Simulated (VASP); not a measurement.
# NaAg (P-6m2) in VASP: a series of runs

NaAg is run at these levels: PBE; tasks: relaxation of cell and atoms.

All numbers are computed with VASP 6.6.1; they aren't measurements. Logs are shortened: lines on timing, memory, paths and dates and some standing lists are left out, and cuts for length are marked.

### 1 The cell of the first run

Symmetry: P-6m2, No. 187, hexagonal system. The conventional cell has a = 3.088 Å, b = 3.088 Å, c = 5.049 Å, α = 90.00°, β = 90.00°, γ = 120.00°. Na (site symmetry -6m2) has 6 Na at 3.09 Å and 6 Ag at 3.09 Å within 4.1 Å. Ag (site symmetry -6m2) has 6 Ag at 3.09 Å and 6 Na at 3.09 Å within 4.1 Å.

### 2 Relaxation of cell and atoms, PBE

File INCAR:

```
SYSTEM = NaAg
PREC = Accurate
ENCUT = 600
EDIFF = 1E-6
ISMEAR = 0
SIGMA = 0.1
LREAL = .FALSE.
LASPH = .TRUE.
NELM = 100
ALGO = Fast
ISIF = 3
LWAVE = .FALSE.
LCHARG = .FALSE.
GGA = PE
IBRION = 2
NSW = 100
EDIFFG = -0.005
```

File KPOINTS:

```
regular mesh
0
G
  15 15 8
  0 0 0
```

File POSCAR:

```
NaAg
1.0
    3.0882745041      0.0000000000      0.0000000000
   -1.5441372520      2.6745241744      0.0000000000
    0.0000000000      0.0000000000      5.0487524116
Na Ag
1 1
Direct
    0.3333333333      0.6666666667      0.5000000000
    0.0000000000      0.0000000000      0.0000000000
```

Potentials or basis: VASP PAW PBE potentials, release 64 (Na_pv, Ag).

The run is started by

```sh
$ cat potpaw_PBE.64/Na_pv/POTCAR potpaw_PBE.64/Ag/POTCAR > POTCAR
$ mpirun -np 1 vasp_std > vasp.out
```

OUTCAR:

```text
SYSTEM = NaAg
   PREC = Accurate
   ENCUT = 600
   EDIFF = 1E-6
   ISMEAR = 0
   LREAL = .FALSE.
   LASPH = .TRUE.
   NELM = 100
   ISIF = 3
   GGA = PE
   IBRION = 2
   NSW = 100
   EDIFFG = -0.005

 ion  position               nearest neighbor table
   1  0.333  0.667  0.500-   2 3.09   2 3.09   2 3.09   2 3.09   2 3.09   2 3.09
   2  0.000  0.000  0.000-   1 3.09   1 3.09   1 3.09   1 3.09   1 3.09   1 3.09

  LATTYP: Found a hexagonal cell.
 ALAT       =     3.0882745041
 C/A-ratio  =     1.6348133577

  Lattice vectors:

 A1 = (   3.0882745041,   0.0000000000,   0.0000000000)
 A2 = (  -1.5441372520,   2.6745241744,   0.0000000000)
 A3 = (   0.0000000000,   0.0000000000,   5.0487524116)

Analysis of symmetry for initial positions (statically):
=====================================================================
 Subroutine PRICEL returns:
 Original cell was already a primitive cell.

 Routine SETGRP: Setting up the symmetry group for a
 hexagonal supercell.

 Subroutine GETGRP returns: Found 12 space group operations
 (whereof 12 operations were pure point group operations)
 out of a pool of 24 trial point group operations.

The static configuration has the point symmetry D_3h.

Analysis of symmetry for dynamics (positions and initial velocities):
=====================================================================
 Subroutine PRICEL returns:
 Original cell was already a primitive cell.

 Routine SETGRP: Setting up the symmetry group for a
 hexagonal supercell.

 Subroutine GETGRP returns: Found 12 space group operations
 (whereof 12 operations were pure point group operations)
 out of a pool of 24 trial point group operations.

The dynamic configuration has the point symmetry D_3h.

 Subroutine INISYM returns: Found 12 space group operations
 (whereof 12 operations are pure point group operations),
 and found     1 'primitive' translations

----------------------------------------------------------------------------------------

                                     Primitive cell

  volume of cell :      41.7010

  direct lattice vectors                    reciprocal lattice vectors
     3.088274504  0.000000000  0.000000000     0.323805413  0.186949142  0.000000000
    -1.544137252  2.674524174  0.000000000     0.000000000  0.373898284  0.000000000
     0.000000000  0.000000000  5.048752412     0.000000000  0.000000000  0.198068734

  length of vectors
     3.088274504  3.088274504  5.048752412     0.373898284  0.373898284  0.198068734

  position of ions in fractional coordinates (direct lattice)
     0.333333333  0.666666667  0.500000000
     0.000000000  0.000000000  0.000000000

  ion indices of the primitive-cell ions
   primitive index   ion index
                 1           1
                 2           2

----------------------------------------------------------------------------------------

 KPOINTS: regular mesh

Automatic generation of k-mesh.
 Grid dimensions read from file:
 generate k-points for:   15   15    8

 Generating k-lattice:

  Cartesian coordinates                     Fractional coordinates (reciprocal lattice)
     0.021587028  0.012463276  0.000000000     0.066666667 -0.000000000  0.000000000
     0.000000000  0.024926552  0.000000000     0.000000000  0.066666667  0.000000000
     0.000000000  0.000000000  0.024758592     0.000000000  0.000000000  0.125000000

  Length of vectors
     0.024926552  0.024926552  0.024758592

  Shift w.r.t. Gamma in fractional coordinates (k-lattice)
     0.000000000  0.000000000  0.000000000

 Subroutine IBZKPT returns following result:
 ===========================================

 Found    135 irreducible k-points:

 Following reciprocal coordinates:
            Coordinates               Weight
  0.000000  0.000000  0.000000      1.000000
  0.066667  0.000000  0.000000      6.000000
  0.133333  0.000000  0.000000      6.000000
  0.200000  0.000000  0.000000      6.000000
  0.266667  0.000000  0.000000      6.000000
  0.333333  0.000000  0.000000      6.000000
[... 16 lines left out ...]
  0.333333  0.200000  0.000000     12.000000
  0.400000  0.200000  0.000000      6.000000
 [... further k-points ...]
   k-points           NKPTS =    135   k-points in BZ     NKDIM =    135   number of bands    NBANDS=     13
   number of dos      NEDOS =    301   number of ions     NIONS =      2
   total plane-waves  NPLWV =  31360
   dimension x,y,z NGX =    28 NGY =   28 NGZ =   40
   dimension x,y,z NGXF=    56 NGYF=   56 NGZF=   80
   ions per type =               1   1
   NGX,Y,Z   is equivalent  to a cutoff of  15.07, 15.07, 13.17 a.u.
   NGXF,Y,Z  is equivalent  to a cutoff of  30.15, 30.15, 26.34 a.u.
 SYSTEM =  NaAg
   PREC   = accura    normal or accurate (medium, high low for compatibility)
   ISTART =      0    job   : 0-new  1-cont  2-samecut
   ICHARG =      2    charge: 1-file 2-atom 10-const
   ISPIN  =      1    spin polarized calculation?
   LNONCOLLINEAR =      F non collinear calculations
   LSORBIT =      F    spin-orbit coupling
   LASPH  =      T    aspherical Exc in radial PAW
   ENCUT  =  600.0 eV  44.10 Ry    6.64 a.u.   6.17  6.17 10.08*2*pi/ulx,y,z
   NELM   =    100;   NELMIN=  2; NELMDL= -5     # of ELM steps
   EDIFF  = 0.1E-05   stopping-criterion for ELM
   LREAL  =      F    real-space projection
   EDIFFG = -.5E-02   stopping-criterion for IOM
   NSW    =    100    number of steps for IOM
   IBRION =      2    ionic relax: 0-MD 1-quasi-New 2-CG
   NFREE  =      1    steps in history (QN), initial steepest desc. (CG)
   ISIF   =      3    stress and relaxation
   ISYM   =      2    0-nonsym 1-usesym 2-fastsym
   POTIM  = 0.5000    time-step for ionic-motion
   TEBEG  =    0.0;   TEEND  =   0.0 temperature during run
   PSTRESS=    0.0 pullay stress
   NELECT =      18.0000    total number of electrons
   NUPDOWN=      -1.0000    fix difference up-down
   EMIN   =  10.00;   EMAX   =-10.00  energy-range for DOS
   EFERMI =   0.00;   METHOD = LEGACY
   ISMEAR =     0;   SIGMA  =   0.10  broadening in eV -4-tet -1-fermi 0-gaus
   EFERMI_NEDOS =   21; number of points for ismear=-14 and -15
   IALGO  =     68    algorithm
   IMIX   =      4    mixing-type and parameters
     AMIX     =   0.40;   BMIX     =  1.00
     AMIX_MAG =   1.60;   BMIX_MAG =  1.00
  volume/ion in A,a.u.               =      20.85       140.71
  Fermi-wavevector in a.u.,A,eV,Ry     =   1.237229  2.338024 20.826929  1.530736
  Thomas-Fermi vector in A             =   2.371805
   LORBIT       =      0    0 simple, 1 ext, 2 COOP (PROOUT), +10 PAW based schemes
   GGA     = PE    functional components
   LHFCALC =     F    Hartree Fock is set to
   AEXX    =    0.0000 exact exchange contribution
   IVDW    =     0    specifies the selected vdW correction
   LEPSILON=     F    determine dielectric tensor
   LRPA    =     F    only Hartree local field effects (RPA)
 conjugate gradient relaxation of ions
 non-spin polarized calculation
 RMM-DIIS sequential band-by-band and
 Gauss-broadening in eV      SIGMA  =   0.10
  energy-cutoff  :      600.00
  volume of cell :       41.70
 maximum number of plane-waves:      1408
 NGX is ok and might be reduce to    28
   NGX = 13   NGY = 13   NGZ = 21

--------------------------------------- Ionic step        1  -------------------------------------------

 number of electron      17.9999990 magnetization

 Free energy of the ion-electron system (eV)
  ---------------------------------------------------
  ext. energy  EPLUGINS =         0.00000000
  ---------------------------------------------------
  free energy    TOTEN  =        -3.91723334 eV

  energy without entropy =       -3.91405828  energy(sigma->0) =       -3.91564581

------------------------ aborting loop because EDIFF is reached ----------------------------------------

  FORCE on cell =-STRESS in cart. coord.  units (eV):
  Direction    XX          YY          ZZ          XY          YZ          ZX
  --------------------------------------------------------------------------------------
  -------------------------------------------------------------------------------------
  Total        0.1764597      0.1764597      0.4088830      0.0000000     -0.0000000      0.0000000
  in kB        6.7796867      6.7796867     15.7095262      0.0000000     -0.0000000      0.0000000
  external PRESSURE =       9.7562999 kB  Pullay stress =       0.0000000 kB
[... 273 lines left out ...]
  energy  without entropy=       -3.9198318857  energy(sigma->0) =       -3.92119210

--------------------------------------- Ionic step        9  -------------------------------------------

 number of electron      18.0000006 magnetization

 Free energy of the ion-electron system (eV)
  ---------------------------------------------------
  ext. energy  EPLUGINS =         0.00000000
  ---------------------------------------------------
  free energy    TOTEN  =        -3.92257423 eV

  energy without entropy =       -3.91983064  energy(sigma->0) =       -3.92120243

 E-fermi :   4.1179     XC(G=0):  -9.4629

 val. band max:        4.0981195567   @ k =   0.1333   0.0000   0.1250
 cond. band min:       4.1413885918   @ k =   0.2667   0.1333   0.5000
 fundamental gap:      0.0432690351
 Fermi energy:         4.1178617934

 k-point     1 :       0.0000    0.0000    0.0000
  band No.  band energies     occupation
      1     -20.5092      2.00000
      2     -20.5092      2.00000
      3     -20.5075      2.00000
      4      -1.6883      2.00000
      5      -0.8899      2.00000
      6      -0.2555      2.00000
      7      -0.2555      2.00000
      8       0.3014      2.00000
      9       0.3014      2.00000
     10       4.3497      0.00104
     11       6.1370      0.00000
     12      18.1733      0.00000
     13      18.1733      0.00000
[... 353 lines left out ...]
 k-point    24 :       0.4000    0.2000    0.0000
  band No.  band energies     occupation
      1     -20.6566      2.00000
      2     -20.5836      2.00000
      3     -20.4777      2.00000
      4      -0.7125      2.00000
      5      -0.6136      2.00000
      6      -0.1454      2.00000
      7      -0.1015      2.00000
      8       0.3035      2.00000
      9       5.1884      0.00000
     10       5.5118      0.00000
     11       9.4078      0.00000
     12       9.4655      0.00000
     13      11.1064      0.00000

 [... further k-points ...]

------------------------ aborting loop because EDIFF is reached ----------------------------------------

  FORCE on cell =-STRESS in cart. coord.  units (eV):
  Direction    XX          YY          ZZ          XY          YZ          ZX
  --------------------------------------------------------------------------------------
  -------------------------------------------------------------------------------------
  Total        0.0075353      0.0075353      0.0058786      0.0000000     -0.0000000      0.0000000
  in kB        0.2810283      0.2810283      0.2192419      0.0000000     -0.0000000      0.0000000
  external PRESSURE =       0.2604328 kB  Pullay stress =       0.0000000 kB
[... 17 lines left out ...]
  FREE ENERGIE OF THE ION-ELECTRON SYSTEM (eV)
  ---------------------------------------------------
  free  energy   TOTEN  =        -3.9225742276 eV

  energy  without entropy=       -3.9198306385  energy(sigma->0) =       -3.92120243

 reached required accuracy - stopping structural energy minimisation
```

Wall time 11 min (1 thread of Intel Xeon 8259CL, shared host); peak memory 0.26 GiB.

Results:

```yaml
Free_energy: -3.9226 eV
Relaxed_volume: 21.48 Å³/atom
Relaxed_cell: a = 3.100 Å, b = 3.100 Å, c = 5.160 Å, α = 90.00°, β = 90.00°, γ = 120.00°
Space_group_after_relaxing_to_0.1_Å: P-6m2 (No. 187)
Energy_gained_by_relaxing: 2.7 meV/atom
Ionic_steps: 9
Pressure_after_relaxing: 0.0 GPa
Band_gap_on_the_k_mesh: zero (bands 9 and 10 overlap by 5.86 eV)
```

Step by step:
```
step  energy change (eV)  largest force (eV/Å)  pressure (GPa)  volume (Å³)
   1              0.0000                0.0000            0.98        41.70
   2             -0.0041                0.0000            0.40        42.47
   3             -0.0050                0.0000            0.04        42.97
   4             -0.0050                0.0000           -0.13        43.11
   5             -0.0050                0.0000           -0.04        43.06
   6             -0.0050                0.0000           -0.08        43.08
   7             -0.0052                0.0000           -0.08        43.04
   8             -0.0053                0.0000            0.03        42.92
   9             -0.0053                0.0000            0.03        42.96
```

Final structure:
```
Na Ag
1.0
     3.10047    0.00000    0.00000
    -1.55023    2.68508    0.00000
     0.00000    0.00000    5.16031
Na Ag
1 1
Direct
  0.33333 0.66667 0.50000
  0.00000 0.00000 0.00000
```

[end of part 1 of 2]
